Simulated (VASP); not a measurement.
# Si (Cm) in VASP: single point with LDA

Aim: the single point of Si with LDA.

All numbers are computed with VASP 6.6.1; they aren't measurements. Logs are shortened: lines on timing, memory, paths and dates and some standing lists are left out, and cuts for length are marked.

### Step 1. The cell of the first run

Symmetry: Cm, No. 8, monoclinic system. The conventional cell has a = 3.817 Å, b = 9.337 Å, c = 5.044 Å, α = 90.00°, β = 112.23°, γ = 90.00°. Within 2.9 Å of Si (site symmetry m) lie 4 Si at 2.18 to 2.43 Å. Si (site symmetry m) has 4 Si at 2.18 to 2.38 Å within 2.9 Å. Within 3.1 Å of Si (site symmetry 1) lie 4 Si at 2.33 to 2.43 Å.

### Step 2. Single point, LDA (atom 1 (Si) moved +0.150 Å towards its neighbour atom 2 (Si) at 2.325 Å)

Contents of INCAR:

```
SYSTEM = Si
PREC     = Accurate       ! precision mode
ENCUT    = 520            ! plane-wave cutoff, eV
EDIFF    = 1E-6           ! SCF threshold, eV
ISMEAR   = 0              ! smearing method
SIGMA    = 0.03           ! smearing width, eV
LREAL    = .FALSE.        ! projectors in reciprocal space
LASPH    = .TRUE.         ! aspherical terms in the spheres
NELM     = 100            ! most SCF steps
ALGO     = Normal         ! electronic algorithm
ISIF     = 2              ! what is computed and relaxed
LWAVE    = .FALSE.        ! write WAVECAR
LCHARG   = .FALSE.        ! write CHGCAR
GGA      = CA             ! functional
NBANDS   = 16             ! bands
```

Contents of KPOINTS:

```
regular mesh
0
G
  10 10 10
  0 0 0
```

Contents of POSCAR:

```
Si
1.0
   -3.3012718576      3.3012718576      1.9083649477
    3.3012718576     -3.3012718576      1.9083649477
    3.3012718576      3.3012718576     -1.9083649477
Si
4
Direct
    0.1557711266      0.1557711266      0.3760462057
    0.8211566701      0.8211566701      0.6423133402
    0.1788433299      0.8211566701      0.0000000000
    0.8211566701      0.1788433299      0.0000000000
```

Potentials or basis: VASP PAW LDA potentials, release 64 (Si).

Started as:

```sh
$ cat potpaw_LDA.64/Si/POTCAR > POTCAR
$ mpirun -np 1 vasp_std > vasp.out
```

OUTCAR:

```text
SYSTEM = Si
   PREC = Accurate
   ENCUT = 520
   EDIFF = 1E-6
   ISMEAR = 0
   LREAL = .FALSE.
   LASPH = .TRUE.
   NELM = 100
   ISIF = 2
   GGA = CA

 ion  position               nearest neighbor table
   1  0.156  0.156  0.376-   2 2.18   2 2.38   3 2.43   4 2.43
   2  0.821  0.821  0.642-   1 2.18   3 2.36   4 2.36   1 2.38
   3  0.179  0.821  0.000-   4 2.33   4 2.33   2 2.36   1 2.43
   4  0.821  0.179  0.000-   3 2.33   3 2.33   2 2.36   1 2.43

  LATTYP: Found a body centered tetragonal cell.
 ALAT       =     6.6025437152
 C/A-ratio  =     0.5780696138

  Lattice vectors:

 A1 = (  -3.3012718576,   3.3012718576,   1.9083649477)
 A2 = (   3.3012718576,  -3.3012718576,   1.9083649477)
 A3 = (   3.3012718576,   3.3012718576,  -1.9083649477)

Analysis of symmetry for initial positions (statically):
=====================================================================
 Subroutine PRICEL returns:
 Original cell was already a primitive cell.

 Routine SETGRP: Setting up the symmetry group for a
 body centered tetragonal supercell.

 Subroutine GETGRP returns: Found  2 space group operations
 (whereof  2 operations were pure point group operations)
 out of a pool of 16 trial point group operations.

The static configuration has the point symmetry C_1h.

Analysis of symmetry for dynamics (positions and initial velocities):
=====================================================================
 Subroutine PRICEL returns:
 Original cell was already a primitive cell.

 Routine SETGRP: Setting up the symmetry group for a
 body centered tetragonal supercell.

 Subroutine GETGRP returns: Found  2 space group operations
 (whereof  2 operations were pure point group operations)
 out of a pool of 16 trial point group operations.

The dynamic configuration has the point symmetry C_1h.

 Subroutine INISYM returns: Found  2 space group operations
 (whereof  2 operations are pure point group operations),
 and found     1 'primitive' translations

----------------------------------------------------------------------------------------

                                     Primitive cell

  volume of cell :      83.1925

  direct lattice vectors                    reciprocal lattice vectors
    -3.301271858  3.301271858  1.908364948     0.000000000  0.151456778  0.262004393
     3.301271858 -3.301271858  1.908364948     0.151456778  0.000000000  0.262004393
     3.301271858  3.301271858 -1.908364948     0.151456778  0.151456778  0.000000000

  length of vectors
[... 91 lines left out ...]
   NFREE  =      0    steps in history (QN), initial steepest desc. (CG)
   ISIF   =      2    stress and relaxation
   ISYM   =      2    0-nonsym 1-usesym 2-fastsym
   POTIM  = 0.5000    time-step for ionic-motion
   TEBEG  =    0.0;   TEEND  =   0.0 temperature during run
   PSTRESS=    0.0 pullay stress
   NELECT =      16.0000    total number of electrons
   NUPDOWN=      -1.0000    fix difference up-down
   EMIN   =  10.00;   EMAX   =-10.00  energy-range for DOS
   EFERMI =   0.00;   METHOD = LEGACY
   ISMEAR =     0;   SIGMA  =   0.03  broadening in eV -4-tet -1-fermi 0-gaus
   EFERMI_NEDOS =   21; number of points for ismear=-14 and -15
   IALGO  =     38    algorithm
   IMIX   =      4    mixing-type and parameters
     AMIX     =   0.40;   BMIX     =  1.00
     AMIX_MAG =   1.60;   BMIX_MAG =  1.00
  volume/ion in A,a.u.               =      20.80       140.35
  Fermi-wavevector in a.u.,A,eV,Ry     =   0.944975  1.785743 12.149691  0.892977
  Thomas-Fermi vector in A             =   2.072831
   LORBIT       =      0    0 simple, 1 ext, 2 COOP (PROOUT), +10 PAW based schemes
   GGA     = CA    functional components
   LHFCALC =     F    Hartree Fock is set to
   AEXX    =    0.0000 exact exchange contribution
   IVDW    =     0    specifies the selected vdW correction
   LEPSILON=     F    determine dielectric tensor
   LRPA    =     F    only Hartree local field effects (RPA)
 non-spin polarized calculation
 Gauss-broadening in eV      SIGMA  =   0.03
  energy-cutoff  :      520.00
  volume of cell :       83.19
 maximum number of plane-waves:      2261
 NGX is ok and might be reduce to    40
   NGX = 19   NGY = 19   NGZ = 19

 number of electron      16.0000000 magnetization

 Free energy of the ion-electron system (eV)
  ---------------------------------------------------
  ext. energy  EPLUGINS =         0.00000000
  ---------------------------------------------------
  free energy    TOTEN  =       -23.20031369 eV

  energy without entropy =      -23.20030010  energy(sigma->0) =      -23.20030690

 E-fermi :   5.8124     XC(G=0):  -9.3925

 val. band max:        5.7822582202   @ k =   0.5000   0.5000   0.5000
 cond. band min:       5.8506027702   @ k =   0.5000   0.5000   0.4000
 fundamental gap:      0.0683445501
 Fermi energy:         5.8124405805

 k-point     1 :       0.0000    0.0000    0.0000
  band No.  band energies     occupation
      1      -6.5852      2.00000
      2      -2.4406      2.00000
      3       0.0570      2.00000
      4       0.0611      2.00000
      5       1.8998      2.00000
      6       3.8336      2.00000
[... 433 lines left out ...]
      3      -2.0852      2.00000
      4      -0.5468      2.00000
      5       1.1950      2.00000
      6       2.4279      2.00000
[... 8 lines left out ...]
     15      11.7458      0.00000
     16      13.4930      0.00000

 [... further k-points ...]

------------------------ aborting loop because EDIFF is reached ----------------------------------------

  FORCE on cell =-STRESS in cart. coord.  units (eV):
  Direction    XX          YY          ZZ          XY          YZ          ZX
  --------------------------------------------------------------------------------------
  -------------------------------------------------------------------------------------
  Total       -0.3837030     -0.3837030      1.4008108      0.4131144     -1.1168111     -1.1168111
  in kB       -7.3896136     -7.3896136     26.9777714      7.9560390    -21.5083113    -21.5083112
  external PRESSURE =       4.0661814 kB  Pullay stress =       0.0000000 kB

 VOLUME and BASIS-vectors are now :
 -----------------------------------------------------------------------------
  energy-cutoff  :      520.00
  volume of cell :       83.19
      direct lattice vectors                 reciprocal lattice vectors
    -3.301271858  3.301271858  1.908364948     0.000000000  0.151456778  0.262004393
     3.301271858 -3.301271858  1.908364948     0.151456778  0.000000000  0.262004393
     3.301271858  3.301271858 -1.908364948     0.151456778  0.151456778  0.000000000

 POSITION                                       TOTAL-FORCE (eV/Angst)
 -----------------------------------------------------------------------------------
      1.24143      1.24143     -0.12310        -1.142922     -1.142922      2.027881
      2.12045      2.12045      1.90836         0.679279      0.679279     -1.879444
      2.12045     -2.12045      1.90836         0.406654      0.056989     -0.074218
     -2.12045      2.12045      1.90836         0.056989      0.406654     -0.074218
 -----------------------------------------------------------------------------------
    total drift:                               -0.000081     -0.000081     -0.000008

  FREE ENERGIE OF THE ION-ELECTRON SYSTEM (eV)
  ---------------------------------------------------
  free  energy   TOTEN  =       -23.2003136939 eV

  energy  without entropy=      -23.2003001026  energy(sigma->0) =      -23.20030690
```

Run time: 6.5 min. Hardware: 1 thread of Intel Xeon 8259CL, shared host; peak memory 0.38 GiB.

Results:

| Property | Result |
| --- | --- |
| Free energy | -23.2003 eV |
| Pressure | 0.4 GPa |
| Largest force | 2.593 eV/Å |
| Band gap on the k mesh | 0.07 eV (least direct gap 0.09 eV) |

Forces on the atoms (eV/Å):
```
Si  -1.143 -1.143  2.028
Si   0.679  0.679 -1.879
Si   0.407  0.057 -0.074
Si   0.057  0.407 -0.074
```

Caveat: the cell differs from its parent crystal (atom 1 (Si) moved +0.150 Å towards its neighbour atom 2 (Si) at 2.325 Å); forces of over 1 eV/Å act on the atoms, so gaps and moduli don't describe the material at rest.
